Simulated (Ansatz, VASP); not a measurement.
## La: VASP beside Ansatz

```
CELL_PARAMETERS angstrom
0.00000 3.33853 3.33853
3.33853 0.00000 3.33853
3.33853 3.33853 0.00000
ATOMIC_POSITIONS crystal
La 0.87500 0.87500 0.87500
La 0.12500 0.12500 0.12500
```

Alike in both runs: functional PBE; k mesh 9 × 9 × 9; occupations fermi-dirac, width 0.05 eV; no spin polarisation.

Ansatz relaxed the structure, and its values are those at the end. VASP's run is a single point on that final structure, the one shown.

|  | VASP | Ansatz |
| --- | --- | --- |
| version | VASP 6.6.1 | Ansatz 0.2.0 |
| potentials or method | VASP PAW PBE potentials, release 64 (La) | PAW with Ansatz's default frozen-core files, scalar-relativistic |
| plane-wave cutoff (eV) | 520 | 420 |
| valence electrons in the cell | 22 | 22 |

|  | VASP | Ansatz | Ansatz less VASP |
| --- | --- | --- | --- |
| pressure (GPa) | 0.0 | 0.0 | +0.06 |

Spin-orbit coupling is off throughout.
